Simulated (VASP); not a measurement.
# Hf (P6_3/mmc) in VASP: a series of runs

The runs below take Hf through single point, with LDA.

Everything below comes from runs of VASP 6.6.1. Logs are shortened: lines on timing, memory, paths and dates and some standing lists are left out, and cuts for length are marked.

### Step 1. The cell of the first run

It takes space group P6_3/mmc (No. 194, hexagonal). The conventional cell has a = 3.118 Å, b = 3.118 Å, c = 4.948 Å, α = 90.00°, β = 90.00°, γ = 120.00°. Hf (site symmetry -6m2) has 12 Hf at 3.06 to 3.12 Å within 4.0 Å.

### Step 2. Single point, LDA

The input, INCAR:

```
PREC = Accurate ; ENCUT = 520
EDIFF = 1E-6 ; ISMEAR = -1
SIGMA = 0.2 ; LREAL = F
LASPH = T ; NELM = 100
ALGO = Normal ; ISIF = 2
LWAVE = F ; LCHARG = F
GGA = CA ; NBANDS = 17
```

The input, KPOINTS:

```
Automatic mesh
0
Gamma
  12 12 7
```

The input, POSCAR:

```
Hf
1.0
    3.1183974891      0.0000000000      0.0000000000
   -1.5591987445      2.7006114446      0.0000000000
    0.0000000000      0.0000000000      4.9475473504
Hf
2
Direct
    0.3333333333      0.6666666667      0.2500000000
    0.6666666667      0.3333333333      0.7500000000
```

Potentials or basis: VASP PAW LDA potentials, release 64 (Hf_pv).

Run with:

```
cat potpaw_LDA.64/Hf_pv/POTCAR > POTCAR
mpirun -np 1 vasp_std > vasp.out
```

OUTCAR:

```text
PREC = Accurate
   ENCUT = 520
   EDIFF = 1E-6
   ISMEAR = -1
   LREAL = F
   LASPH = T
   NELM = 100
   ISIF = 2
   GGA = CA

 ion  position               nearest neighbor table
   1  0.333  0.667  0.250-   2 3.06   2 3.06   2 3.06   2 3.06   2 3.06   2 3.06
   2  0.667  0.333  0.750-   1 3.06   1 3.06   1 3.06   1 3.06   1 3.06   1 3.06

  LATTYP: Found a hexagonal cell.
 ALAT       =     3.1183974891
 C/A-ratio  =     1.5865672570

  Lattice vectors:

 A1 = (   3.1183974891,   0.0000000000,   0.0000000000)
 A2 = (  -1.5591987445,   2.7006114446,   0.0000000000)
 A3 = (   0.0000000000,   0.0000000000,   4.9475473504)

Analysis of symmetry for initial positions (statically):
=====================================================================
 Subroutine PRICEL returns:
 Original cell was already a primitive cell.

 Routine SETGRP: Setting up the symmetry group for a
 hexagonal supercell.

 Subroutine GETGRP returns: Found 24 space group operations
 (whereof 12 operations were pure point group operations)
 out of a pool of 24 trial point group operations.

The static configuration has the point symmetry D_3d.
 The point group associated with its full space group is D_6h.

Analysis of symmetry for dynamics (positions and initial velocities):
=====================================================================
 Subroutine PRICEL returns:
 Original cell was already a primitive cell.

 Routine SETGRP: Setting up the symmetry group for a
 hexagonal supercell.

 Subroutine GETGRP returns: Found 24 space group operations
 (whereof 12 operations were pure point group operations)
 out of a pool of 24 trial point group operations.

The dynamic configuration has the point symmetry D_3d.
 The point group associated with its full space group is D_6h.

 Subroutine INISYM returns: Found 24 space group operations
 (whereof 12 operations are pure point group operations),
 and found     1 'primitive' translations

----------------------------------------------------------------------------------------

                                     Primitive cell

  volume of cell :      41.6662

  direct lattice vectors                    reciprocal lattice vectors
     3.118397489  0.000000000  0.000000000     0.320677529  0.185143257  0.000000000
    -1.559198744  2.700611445  0.000000000     0.000000000  0.370286515  0.000000000
     0.000000000  0.000000000  4.947547350     0.000000000  0.000000000  0.202120350

  length of vectors
     3.118397489  3.118397489  4.947547350     0.370286515  0.370286515  0.202120350

  position of ions in fractional coordinates (direct lattice)
     0.333333333  0.666666667  0.250000000
     0.666666667  0.333333333  0.750000000

  ion indices of the primitive-cell ions
   primitive index   ion index
                 1           1
                 2           2

----------------------------------------------------------------------------------------

 KPOINTS: Automatic mesh

Automatic generation of k-mesh.
 Grid dimensions read from file:
 generate k-points for:   12   12    7

 Generating k-lattice:

  Cartesian coordinates                     Fractional coordinates (reciprocal lattice)
     0.026723127  0.015428605  0.000000000     0.083333333  0.000000000  0.000000000
     0.000000000  0.030857210  0.000000000     0.000000000  0.083333333  0.000000000
     0.000000000  0.000000000  0.028874336     0.000000000  0.000000000  0.142857143

  Length of vectors
     0.030857210  0.030857210  0.028874336

  Shift w.r.t. Gamma in fractional coordinates (k-lattice)
     0.000000000  0.000000000  0.000000000

 Subroutine IBZKPT returns following result:
 ===========================================

 Found     76 irreducible k-points:

 Following reciprocal coordinates:
            Coordinates               Weight
  0.000000  0.000000  0.000000      1.000000
  0.083333 -0.000000  0.000000      6.000000
  0.166667 -0.000000  0.000000      6.000000
  0.250000 -0.000000  0.000000      6.000000
  0.333333 -0.000000  0.000000      6.000000
  0.416667 -0.000000  0.000000      6.000000
[... 16 lines left out ...]
  0.250000 -0.000000  0.142857     12.000000
  0.333333 -0.000000  0.142857     12.000000
 [... further k-points ...]
   k-points           NKPTS =     76   k-points in BZ     NKDIM =     76   number of bands    NBANDS=     17
   number of dos      NEDOS =    301   number of ions     NIONS =      2
   total plane-waves  NPLWV =  23040
   dimension x,y,z NGX =    24 NGY =   24 NGZ =   40
   dimension x,y,z NGXF=    48 NGYF=   48 NGZF=   80
   ions per type =               2
   NGX,Y,Z   is equivalent  to a cutoff of  12.79, 12.79, 13.44 a.u.
   NGXF,Y,Z  is equivalent  to a cutoff of  25.59, 25.59, 26.88 a.u.
 SYSTEM =  unknown system
   PREC   = accura    normal or accurate (medium, high low for compatibility)
   ISTART =      0    job   : 0-new  1-cont  2-samecut
   ICHARG =      2    charge: 1-file 2-atom 10-const
   ISPIN  =      1    spin polarized calculation?
   LNONCOLLINEAR =      F non collinear calculations
   LSORBIT =      F    spin-orbit coupling
   LASPH  =      T    aspherical Exc in radial PAW
   ENCUT  =  520.0 eV  38.22 Ry    6.18 a.u.   5.80  5.80  9.20*2*pi/ulx,y,z
   NELM   =    100;   NELMIN=  2; NELMDL= -5     # of ELM steps
   EDIFF  = 0.1E-05   stopping-criterion for ELM
   LREAL  =      F    real-space projection
   EDIFFG = 0.1E-04   stopping-criterion for IOM
   NSW    =      0    number of steps for IOM
   IBRION =     -1    ionic relax: 0-MD 1-quasi-New 2-CG
   NFREE  =      0    steps in history (QN), initial steepest desc. (CG)
   ISIF   =      2    stress and relaxation
   ISYM   =      2    0-nonsym 1-usesym 2-fastsym
   POTIM  = 0.5000    time-step for ionic-motion
   TEBEG  =    0.0;   TEEND  =   0.0 temperature during run
   PSTRESS=    0.0 pullay stress
   NELECT =      20.0000    total number of electrons
   NUPDOWN=      -1.0000    fix difference up-down
   EMIN   =  10.00;   EMAX   =-10.00  energy-range for DOS
   EFERMI =   0.00;   METHOD = LEGACY
   ISMEAR =    -1;   SIGMA  =   0.20  broadening in eV -4-tet -1-fermi 0-gaus
   EFERMI_NEDOS =   21; number of points for ismear=-14 and -15
   IALGO  =     38    algorithm
   IMIX   =      4    mixing-type and parameters
     AMIX     =   0.40;   BMIX     =  1.00
     AMIX_MAG =   1.60;   BMIX_MAG =  1.00
  volume/ion in A,a.u.               =      20.83       140.59
  Fermi-wavevector in a.u.,A,eV,Ry     =   1.281810  2.422270 22.354873  1.643037
  Thomas-Fermi vector in A             =   2.414158
   LORBIT       =      0    0 simple, 1 ext, 2 COOP (PROOUT), +10 PAW based schemes
   GGA     = CA    functional components
   LHFCALC =     F    Hartree Fock is set to
   AEXX    =    0.0000 exact exchange contribution
   IVDW    =     0    specifies the selected vdW correction
   LEPSILON=     F    determine dielectric tensor
   LRPA    =     F    only Hartree local field effects (RPA)
 non-spin polarized calculation
  energy-cutoff  :      520.00
  volume of cell :       41.67
 maximum number of plane-waves:      1136
 NGX is ok and might be reduce to    24
   NGX = 11   NGY = 11   NGZ = 19

 number of electron      19.9999997 magnetization

 Free energy of the ion-electron system (eV)
  ---------------------------------------------------
  ext. energy  EPLUGINS =         0.00000000
  ---------------------------------------------------
  free energy    TOTEN  =       -21.50720923 eV

  energy without entropy =      -21.25125578  energy(sigma->0) =      -21.37923251

 E-fermi :   5.2300     XC(G=0): -11.7981

 val. band max:        5.2166666390   @ k =   0.1667  -0.0000   0.1429
 cond. band min:       5.2489366329   @ k =   0.3333   0.3333   0.4286
 fundamental gap:      0.0322699939
 Fermi energy:         5.2300416078

 k-point     1 :       0.0000    0.0000    0.0000
  band No.  band energies     occupation
      1     -25.5815      2.00000
      2     -24.6419      2.00000
      3     -24.6419      2.00000
      4     -24.4811      2.00000
      5     -24.4811      2.00000
      6     -24.4661      2.00000
[... 9 lines left out ...]
     16       8.0285      0.00000
     17      10.9563      0.00000

 k-point     2 :       0.0833   -0.0000    0.0000
  band No.  band energies     occupation
      1     -25.5584      2.00000
      2     -24.6927      2.00000
      3     -24.6588      2.00000
      4     -24.5347      2.00000
      5     -24.4878      2.00000
      6     -24.4765      2.00000
[... 9 lines left out ...]
     16       7.8122      0.00000
     17      11.1355      0.00000

 k-point     3 :       0.1667   -0.0000    0.0000
  band No.  band energies     occupation
      1     -25.4920      2.00000
      2     -24.8313      2.00000
      3     -24.7032      2.00000
      4     -24.6768      2.00000
      5     -24.5081      2.00000
      6     -24.5073      2.00000
[... 9 lines left out ...]
     16       8.1251      0.00000
     17      11.5042      0.00000

 k-point     4 :       0.2500   -0.0000    0.0000
  band No.  band energies     occupation
      1     -25.3916      2.00000
      2     -25.0201      2.00000
      3     -24.8611      2.00000
      4     -24.7610      2.00000
      5     -24.5607      2.00000
      6     -24.5360      2.00000
[... 9 lines left out ...]
     16       9.0701      0.00000
     17      11.8421      0.00000
[... 343 lines left out ...]
      1     -25.4541      2.00000
      2     -24.8174      2.00000
      3     -24.7177      2.00000
      4     -24.6936      2.00000
      5     -24.5248      2.00000
      6     -24.5171      2.00000
[... 9 lines left out ...]
     16       8.2486      0.00000
     17      11.4771      0.00000

 k-point    23 :       0.2500   -0.0000    0.1429
  band No.  band energies     occupation
      1     -25.3775      2.00000
      2     -24.9933      2.00000
      3     -24.8962      2.00000
      4     -24.7501      2.00000
      5     -24.5686      2.00000
      6     -24.5474      2.00000
[... 9 lines left out ...]
     16       8.9822      0.00000
     17      11.7292      0.00000

 k-point    24 :       0.3333   -0.0000    0.1429
  band No.  band energies     occupation
      1     -25.3356      2.00000
      2     -25.1308      2.00000
      3     -25.0519      2.00000
      4     -24.8043      2.00000
      5     -24.6279      2.00000
      6     -24.5790      2.00000
[... 9 lines left out ...]
     16      10.0690      0.00000
     17      11.9011      0.00000

 [... further k-points ...]

------------------------ aborting loop because EDIFF is reached ----------------------------------------

  FORCE on cell =-STRESS in cart. coord.  units (eV):
  Direction    XX          YY          ZZ          XY          YZ          ZX
  --------------------------------------------------------------------------------------
  -------------------------------------------------------------------------------------
  Total        0.0442478      0.0442478      0.2495667      0.0000000      0.0000000      0.0000000
  in kB        1.7014495      1.7014495      9.5965185      0.0000000      0.0000000      0.0000000
  external PRESSURE =       4.3331392 kB  Pullay stress =       0.0000000 kB

 VOLUME and BASIS-vectors are now :
 -----------------------------------------------------------------------------
  energy-cutoff  :      520.00
  volume of cell :       41.67
      direct lattice vectors                 reciprocal lattice vectors
     3.118397489  0.000000000  0.000000000     0.320677529  0.185143257  0.000000000
    -1.559198744  2.700611445  0.000000000     0.000000000  0.370286515  0.000000000
     0.000000000  0.000000000  4.947547350     0.000000000  0.000000000  0.202120350

 POSITION                                       TOTAL-FORCE (eV/Angst)
 -----------------------------------------------------------------------------------
     -0.00000      1.80041      1.23689        -0.000000      0.000000      0.000000
      1.55920      0.90020      3.71066         0.000000      0.000000      0.000000
 -----------------------------------------------------------------------------------
    total drift:                               -0.000000      0.000000     -0.000000

  FREE ENERGIE OF THE ION-ELECTRON SYSTEM (eV)
  ---------------------------------------------------
  free  energy   TOTEN  =       -21.5072092282 eV

  energy  without entropy=      -21.2512557849  energy(sigma->0) =      -21.37923251
```

Run time: 70 s. Hardware: 1 thread of AMD EPYC 7R13, shared host; peak memory 0.14 GiB.

Results:

```
Free energy            : -21.5072 eV
Pressure               : 0.4 GPa
Band gap on the k mesh : zero (band 10 reaches 6.43 eV, above the bottom of band 11 at 5.03 eV)
```

Stress tensor (GPa, compression positive):
```
0.17 0.00 0.00
0.00 0.17 0.00
0.00 0.00 0.96
```

Levels at points of the mesh, in eV from the Fermi level:
```tsv
k point	band 8	band 9	band 10	band 11	band 12	band 13
(0.00, 0.00, 0.00)	-3.87	1.13	1.20	1.20	1.48	2.09
(0.50, 0.00, 0.00)	-2.96	-2.39	-0.48	0.80	1.02	1.85
```

Caveat: spin-orbit coupling is left out, which moves the levels of the heavy elements.

### Step 3. Single point, LDA

The input, INCAR:

```
SYSTEM = Hf
PREC = Accurate ; ENCUT = 520
EDIFF = 1E-6 ; ISMEAR = 1
SIGMA = 0.1 ; LREAL = .False.
LASPH = .True. ; NELM = 100
ALGO = Normal ; ISIF = 2
LWAVE = .False. ; LCHARG = .False.
GGA = CA ; NBANDS = 17
```

The input, KPOINTS:

```
regular mesh
0
Gamma
  12 12 7
  0 0 0
```

POSCAR is that of step 2.

Potentials or basis: VASP PAW LDA potentials, release 64 (Hf_pv).

Run with:

```
cat potpaw_LDA.64/Hf_pv/POTCAR > POTCAR
mpirun -np 1 vasp_std > vasp.out
```

OUTCAR:

```text
SYSTEM = Hf
   PREC = Accurate
   ENCUT = 520
   EDIFF = 1E-6
   ISMEAR = 1
   LREAL = .False.
   LASPH = .True.
   NELM = 100
   ISIF = 2
   GGA = CA

 ion  position               nearest neighbor table
   1  0.333  0.667  0.250-   2 3.06   2 3.06   2 3.06   2 3.06   2 3.06   2 3.06
   2  0.667  0.333  0.750-   1 3.06   1 3.06   1 3.06   1 3.06   1 3.06   1 3.06

  LATTYP: Found a hexagonal cell.
 ALAT       =     3.1183974891
 C/A-ratio  =     1.5865672570

  Lattice vectors:

 A1 = (   3.1183974891,   0.0000000000,   0.0000000000)
 A2 = (  -1.5591987445,   2.7006114446,   0.0000000000)
 A3 = (   0.0000000000,   0.0000000000,   4.9475473504)

Analysis of symmetry for initial positions (statically):
=====================================================================
 Subroutine PRICEL returns:
 Original cell was already a primitive cell.

 Routine SETGRP: Setting up the symmetry group for a
 hexagonal supercell.

 Subroutine GETGRP returns: Found 24 space group operations
 (whereof 12 operations were pure point group operations)
 out of a pool of 24 trial point group operations.

The static configuration has the point symmetry D_3d.
[... 163 lines left out ...]

 E-fermi :   5.3186     XC(G=0): -11.7994

 val. band max:        5.3034386983   @ k =   0.0000   0.0000   0.4286
 cond. band min:       5.3319511010   @ k =   0.4167   0.1667   0.2857
 fundamental gap:      0.0285124027
 Fermi energy:         5.3186180534

 k-point     1 :       0.0000    0.0000    0.0000
  band No.  band energies     occupation
      1     -25.6035      2.00000
      2     -24.6503      2.00000
      3     -24.6503      2.00000
      4     -24.4895      2.00000
      5     -24.4895      2.00000
      6     -24.4895      2.00000
[... 457 lines left out ...]
      4     -24.8126      2.00000
      5     -24.6499      2.00000
      6     -24.5873      2.00000
[... 9 lines left out ...]
     16      10.0672      0.00000
     17      11.8904      0.00000

 [... further k-points ...]

------------------------ aborting loop because EDIFF is reached ----------------------------------------

  FORCE on cell =-STRESS in cart. coord.  units (eV):
  Direction    XX          YY          ZZ          XY          YZ          ZX
  --------------------------------------------------------------------------------------
  -------------------------------------------------------------------------------------
  Total        0.0625569      0.0625569     -0.0292490      0.0000000      0.0000000      0.0000000
  in kB        2.4054847      2.4054847     -1.1247054      0.0000000      0.0000000      0.0000000
  external PRESSURE =       1.2287546 kB  Pullay stress =       0.0000000 kB

 VOLUME and BASIS-vectors are now :
 -----------------------------------------------------------------------------
  energy-cutoff  :      520.00
  volume of cell :       41.67
      direct lattice vectors                 reciprocal lattice vectors
     3.118397489  0.000000000  0.000000000     0.320677529  0.185143257  0.000000000
    -1.559198744  2.700611445  0.000000000     0.000000000  0.370286515  0.000000000
     0.000000000  0.000000000  4.947547350     0.000000000  0.000000000  0.202120350

 POSITION                                       TOTAL-FORCE (eV/Angst)
 -----------------------------------------------------------------------------------
     -0.00000      1.80041      1.23689        -0.000000      0.000000      0.000000
      1.55920      0.90020      3.71066         0.000000     -0.000000      0.000000
 -----------------------------------------------------------------------------------
    total drift:                               -0.000000      0.000000     -0.000000

  FREE ENERGIE OF THE ION-ELECTRON SYSTEM (eV)
  ---------------------------------------------------
  free  energy   TOTEN  =       -21.3867570073 eV

  energy  without entropy=      -21.3852110066  energy(sigma->0) =      -21.38624167
```

stdout:

```text
POSCAR found type information on POSCAR Hf
 POSCAR found :  1 types and       2 ions
 scaLAPACK will be used
 LDA part: xc-table for (Slater(with rela. corr.)+CA(PZ))
 , standard interpolation
 POSCAR, INCAR and KPOINTS ok, starting setup
 FFT: planning ... GRIDC
 FFT: planning ... GRID_SOFT
 FFT: planning ... GRID
 WAVECAR not read
 entering main loop
```

It took 18 s on 1 thread of Intel Xeon 6975P-C (Granite Rapids), shared host; peak memory 0.16 GiB.

Results:

| Item | Value |
| --- | --- |
| Free energy | -21.3868 eV |
| Pressure | 0.1 GPa |
| Band gap on the k mesh | zero (band 10 reaches 6.43 eV, above the bottom of band 11 at 5.02 eV) |

Stress tensor (GPa, compression positive):
```
 0.24  0.00  0.00
 0.00  0.24  0.00
 0.00  0.00 -0.11
```

Levels at points of the mesh, in eV from the Fermi level:
| k point | band 6 | band 7 | band 8 | band 9 | band 10 | band 11 | band 12 | band 13 | band 14 | band 15 |
| --- | --- | --- | --- | --- | --- | --- | --- | --- | --- | --- |
| (0.00, 0.00, 0.00) | -29.81 | -7.56 | -3.95 | 1.04 | 1.11 | 1.11 | 1.38 | 2.00 | 2.00 | 2.70 |
| (0.50, 0.00, 0.00) | -29.92 | -3.46 | -3.05 | -2.48 | -0.57 | 0.70 | 0.93 | 1.76 | 6.29 | 6.85 |

Caveat: spin-orbit coupling is left out, which moves the levels of the heavy elements.
